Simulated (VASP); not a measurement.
Wanted: the native input for a VASP 6.6.1 run.

```
Task                   : single point
Functional             : PBE
Potentials or basis    : VASP PAW PBE potentials, release 64 (Sn_d, Cl)
Cutoff                 : 520 eV
k mesh                 : 10 × 10 × 10
Occupations            : gaussian, width 0.1 eV
Spin                   : no spin polarisation
Dipole correction      : no
Further INCAR settings : ALGO = Normal; EDIFF = 1e-06; NBANDS = 26
```

The structure of SnCl3 lies in POSCAR:

```
SnCl3
1.0
    5.0035295519      0.0000000000      0.0000000000
    0.0000000000      5.0035295519      0.0000000000
    0.0000000000      0.0000000000      5.0035295519
Sn Cl
1 3
Direct
    0.5000000000      0.5000000000      0.5000000000
    0.0000000000      0.5000000000      0.5000000000
    0.5000000000      0.0000000000      0.5000000000
    0.5000000000      0.5000000000      0.0000000000
```

These files were run (other wordings do the same):

INCAR

```
SYSTEM = SnCl3
  PREC = Accurate
  ENCUT = 520
  EDIFF = 1E-6
  ISMEAR = 0
  SIGMA = 0.1
  LREAL = .False.
  LASPH = .True.
  NELM = 80
  ALGO = Normal
  ISIF = 2
  LWAVE = .False.
  LCHARG = .False.
  GGA = PE
  NBANDS = 26
```

KPOINTS

```
regular mesh
0
Gamma
  10 10 10
  0 0 0
```

Potentials or basis: VASP PAW PBE potentials, release 64 (Sn_d, Cl).

The run is started by

```console
$ cat potpaw_PBE.64/Sn_d/POTCAR potpaw_PBE.64/Cl/POTCAR > POTCAR
$ mpirun -np 1 vasp_std > vasp.out
```

Results of the run:

- Pressure: 5.6 GPa
- Band gap on the k mesh: zero (an odd number of electrons rules out a gap without spin polarisation)

Caveat: the cell stands under pressure; spin-orbit coupling is left out, which moves the levels of the heavy elements; an odd number of electrons without spin polarisation forces a metal; a magnetic or distorted state may lie lower.

Wall time 4.4 min on 1 thread of Intel Xeon 8259CL, with other jobs on the host, peak memory 0.33 GiB.
